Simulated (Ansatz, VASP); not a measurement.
## Ag: VASP beside Ansatz

```
Ag
1.0
    -1.62252    1.62252    1.62252
     1.62252   -1.62252    1.62252
     1.62252    1.62252   -1.62252
Ag
1
Direct
  0.00000 0.00000 0.00000
```

Alike in both runs: task single point; functional r2SCAN; k mesh 18 × 18 × 18; occupations gaussian, width 0.1 eV; no spin polarisation.

|  | VASP | Ansatz |
| --- | --- | --- |
| version | VASP 6.6.1 | Ansatz 0.2.0 |
| potentials or method | VASP PAW PBE potentials, release 64 (Ag), cutoff 520 eV | scalar-relativistic, plane waves, PAW |
| valence electrons in the cell | 11 | 19 |

```csv
,VASP,Ansatz,Ansatz less VASP
gap on the k mesh at the Fermi level (eV),none,none,-
pressure (GPa),2.4,2.2,-0.16
```

VASP's potentials were made for PBE, not for r2SCAN. A gap of «none» marks a metal or a gap that the smearing closes. VASP's potentials hold 11 valence electrons a cell and Ansatz's 19, so a difference there can come from the potentials and not from the codes.
